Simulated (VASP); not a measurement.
# HgTe in VASP: further runs, part 3 of 3

VASP 6.6.1.

## Step 6: Electric field gradients, LDA (equal xy, yz and zx shear strains of +1 %)

Input file INCAR:

```
  ALGO = Normal
  EDIFF = 1E-8
  ENCUT = 520
  ISIF = 2
  ISMEAR = -1
  LASPH = T
  LCHARG = F
  LEFG = T
  LREAL = F
  LWAVE = F
  NBANDS = 16
  NELM = 100
  PREC = Accurate
  SIGMA = 0.08
```

Input file KPOINTS:

```
k-points
0
Gamma
  10 10 10
```

Input file POSCAR:

```
HgTe
1.0
    0.0292150000      2.9361075000      2.9361075000
    2.9361075000      0.0292150000      2.9361075000
    2.9361075000      2.9361075000      0.0292150000
Hg Te
1 1
Direct
    0.0000000000      0.0000000000      0.0000000000
    0.5000000000      0.5000000000      0.5000000000
```

Potentials or basis: VASP PAW LDA potentials, release 64 (Hg, Te).

The run is started by

```
> cat potpaw_LDA.64/Hg/POTCAR potpaw_LDA.64/Te/POTCAR > POTCAR
> mpirun -np 1 vasp_std > vasp.out
```

OUTCAR:

```text
EDIFF = 1E-8
   ENCUT = 520
   ISIF = 2
   ISMEAR = -1
   LASPH = T
   LREAL = F
   NELM = 100
   PREC = Accurate

 ion  position               nearest neighbor table
   1  0.000  0.000  0.000-   2 2.92   2 2.92   2 2.92   2 2.92   2 2.92   2 2.92
   2  0.500  0.500  0.500-   1 2.92   1 2.92   1 2.92   1 2.92   1 2.92   1 2.92

  LATTYP: Found a trigonal (rhomboedric) cell.
 ALAT       =     4.1523858226
 COS(alpha) =     0.5099250056

  Lattice vectors:

 A1 = (   0.0292150000,   2.9361075000,   2.9361075000)
 A2 = (   2.9361075000,   0.0292150000,   2.9361075000)
 A3 = (   2.9361075000,   2.9361075000,   0.0292150000)

Analysis of symmetry for initial positions (statically):
=====================================================================
 Subroutine PRICEL returns:
 Original cell was already a primitive cell.

 Routine SETGRP: Setting up the symmetry group for a
 trigonal (rhombohedral) supercell.

[... 642 lines left out ...]
  energy-cutoff  :      520.00
  volume of cell :       49.87
      direct lattice vectors                 reciprocal lattice vectors
     0.029215000  2.936107500  2.936107500    -0.172856495  0.171153475  0.171153475
     2.936107500  0.029215000  2.936107500     0.171153475 -0.172856495  0.171153475
     2.936107500  2.936107500  0.029215000     0.171153475  0.171153475 -0.172856495

 POSITION                                       TOTAL-FORCE (eV/Angst)
 -----------------------------------------------------------------------------------
      0.00000      0.00000      0.00000         0.000000     -0.000000     -0.000000
      2.95071      2.95071      2.95071         0.000000      0.000000      0.000000
 -----------------------------------------------------------------------------------
    total drift:                                0.000000     -0.000000     -0.000000

  FREE ENERGIE OF THE ION-ELECTRON SYSTEM (eV)
  ---------------------------------------------------
  free  energy   TOTEN  =        -4.8977581404 eV

  energy  without entropy=       -4.8853618311  energy(sigma->0) =       -4.89155999

 Electric field gradients (V/A^2)
---------------------------------------------------------------------
 ion       V_xx      V_yy      V_zz      V_xy      V_xz      V_yz
---------------------------------------------------------------------
   1      -0.000    -0.000    -0.000    -3.954    -3.954    -3.954
   2       0.000     0.000    -0.000     5.160     5.160     5.160
---------------------------------------------------------------------

 Electric field gradients after diagonalization (V/A^2)
 (convention: |V_zz| > |V_xx| > |V_yy|)
----------------------------------------------------------------------
 ion       V_xx      V_yy      V_zz     asymmetry (V_yy - V_xx)/ V_zz
----------------------------------------------------------------------
   1       3.954     3.954    -7.907       0.000
   2      -5.160    -5.160    10.319       0.000
----------------------------------------------------------------------

           NMR quadrupolar parameters

 Cq : quadrupolar parameter    Cq=e*Q*V_zz/h
 eta: asymmetry parameters     (V_yy - V_xx)/ V_zz
 Q  : nuclear electric quadrupole moment in mb (millibarn)
----------------------------------------------------------------------
 ion       Cq(MHz)       eta       Q (mb)
----------------------------------------------------------------------
   1      -0.019       0.000       1.000
   2       0.025       0.000       1.000
----------------------------------------------------------------------
```

OSZICAR:

```text
N       E                     dE             d eps       ncg     rms          rms(c)
DAV:   1     0.107725696419E+03    0.10773E+03   -0.84222E+03  3768   0.101E+03
DAV:   2    -0.174099415560E+01   -0.10947E+03   -0.10195E+03  4312   0.240E+02
DAV:   3    -0.510689796677E+01   -0.33659E+01   -0.33456E+01  4648   0.431E+01
DAV:   4    -0.512940798421E+01   -0.22510E-01   -0.22508E-01  4568   0.345E+00
DAV:   5    -0.512978606539E+01   -0.37808E-03   -0.37808E-03  4824   0.412E-01    0.991E+00
DAV:   6    -0.491128861737E+01    0.21850E+00   -0.42970E-01  4584   0.914E+00    0.739E+00
DAV:   7    -0.490018687077E+01    0.11102E-01   -0.76148E-02  4648   0.198E+00    0.229E+00
DAV:   8    -0.489802289398E+01    0.21640E-02   -0.82676E-03  4144   0.109E+00    0.541E-01
DAV:   9    -0.489775905425E+01    0.26384E-03   -0.44571E-04  4880   0.232E-01    0.779E-02
DAV:  10    -0.489775763324E+01    0.14210E-05   -0.35730E-05  4552   0.502E-02    0.380E-02
DAV:  11    -0.489775844161E+01   -0.80837E-06   -0.45700E-06  4792   0.150E-02    0.134E-02
DAV:  12    -0.489775813666E+01    0.30495E-06   -0.75007E-07  4080   0.591E-03    0.687E-03
DAV:  13    -0.489775814041E+01   -0.37476E-08   -0.68704E-08  4928   0.163E-03
   1 F= -.48977581E+01 E0= -.48915600E+01  d E =-.123963E-01
```

Wall time 87 s (1 thread of Intel Xeon Platinum 8488C (Sapphire Rapids), shared host); peak memory 0.22 GiB.

Results:

| Item | Value |
| --- | --- |
| Free energy | -4.8978 eV |
| Pressure | 4.4 GPa |
| Band gap on the k mesh | zero (band 9 reaches 6.26 eV, above the bottom of band 10 at 3.02 eV) |

Electric field gradients, principal values (V/Å²):
```
atom   least  middle  greatest (by size)
1 Hg   3.954   3.954              -7.907
2 Te  -5.160  -5.160              10.319
```

Caveat: the cell differs from its parent crystal (equal xy, yz and zx shear strains of +1 %); without QUAD_EFG the Cq values of the log hold for a quadrupole moment of 1 mb, not for the nuclei; spin-orbit coupling is left out, which moves the levels of the heavy elements.

## Step 7: The runs side by side

| cell | gap on the mesh (eV) | pressure (GPa) |
| --- | --- | --- |
| a = 4.194, b = 4.194, c = 4.132 Å, angles 60.5, 60.5, 59.0°, 2 atoms | none | 2.1 |
| a = 4.194, b = 4.194, c = 4.256 Å, angles 59.5, 59.5, 61.0°, 2 atoms | none | 0.0 |
| a = 4.091 Å, angles 61.3°, 2 atoms | none | 4.4 |
| a = 4.152 Å, angles 59.3°, 2 atoms | none | 4.4 |

Alike in all rows: task electric field gradients; level LDA; potentials or basis VASP PAW LDA potentials, release 64 (Hg, Te); no spin polarisation; k mesh 10 × 10 × 10; cutoff (eV) 520; smearing fermi-dirac 0.08 eV.

Caveats: spin-orbit coupling is left out, which moves the levels of the heavy elements.

Absolute energies hang on the potentials; compare differences alone.
